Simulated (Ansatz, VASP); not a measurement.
## HfN: VASP beside Ansatz

The input INCAR:

```
  PREC = Accurate
  ENCUT = 600
  EDIFF = 1E-6
  ISMEAR = 0
  SIGMA = 0.1
  LREAL = F
  LASPH = T
  NELM = 120
  ALGO = Normal
  ISIF = 2
  LWAVE = F
  LCHARG = T
  GGA = PE
  LELF = T
  LVHAR = T
  NBANDS = 14
  GGA_COMPAT = F
```

KPOINTS

```
Automatic mesh
0
Gamma
  6 6 6
```

Contents of POSCAR:

```
HfN
1.0
    0.0000000000      2.2558600900      2.2558600900
    2.2558600900      0.0000000000      2.2558600900
    2.2558600900      2.2558600900      0.0000000000
Hf N
1 1
Direct
    0.0000000000      0.0000000000      0.0000000000
    0.5000000000      0.5000000000      0.5000000000
```

Input for Ansatz:

```yaml
crystal:
  lattice:
    - [0.0, 2.25586, 2.25586]
    - [2.25586, 0.0, 2.25586]
    - [2.25586, 2.25586, 0.0]
  atoms:
    - { symbol: Hf, position: [0.0, 0.0, 0.0] }
    - { symbol: "N", position: [0.5, 0.5, 0.5] }
basis:
  ecutwfc: 420
kpoints:
  mp_grid: { grid: [6, 6, 6] }
hamiltonian:
  xc: pbe
scf:
  occupations: { method: gaussian, width: 0.1 }
output:
  forces: true
  stress: true
  eigenvalues: true
```

Alike in both runs: task single point; functional PBE; k mesh 6 × 6 × 6; occupations gaussian, width 0.1 eV; no spin polarisation.

|  | VASP | Ansatz |
| --- | --- | --- |
| version | VASP 6.6.1 | Ansatz 0.2.0 |
| potentials or method | VASP PAW PBE potentials, release 64 (Hf_pv, N), cutoff 600 eV | scalar-relativistic, plane waves, PAW |
| valence electrons in the cell | 15 | 31 |

|  | VASP | Ansatz | Ansatz less VASP |
| --- | --- | --- | --- |
| gap on the k mesh at the Fermi level (eV) | none | none | - |
| pressure (GPa) | 3.9 | 6.5 | +2.56 |

A gap of «none» marks a metal or a gap that the smearing closes. VASP's potentials hold 15 valence electrons a cell and Ansatz's 31, so a difference there can come from the potentials and not from the codes.

The k mesh is coarse, so the values compare programs but aren't converged. Neither program's run includes spin-orbit coupling.
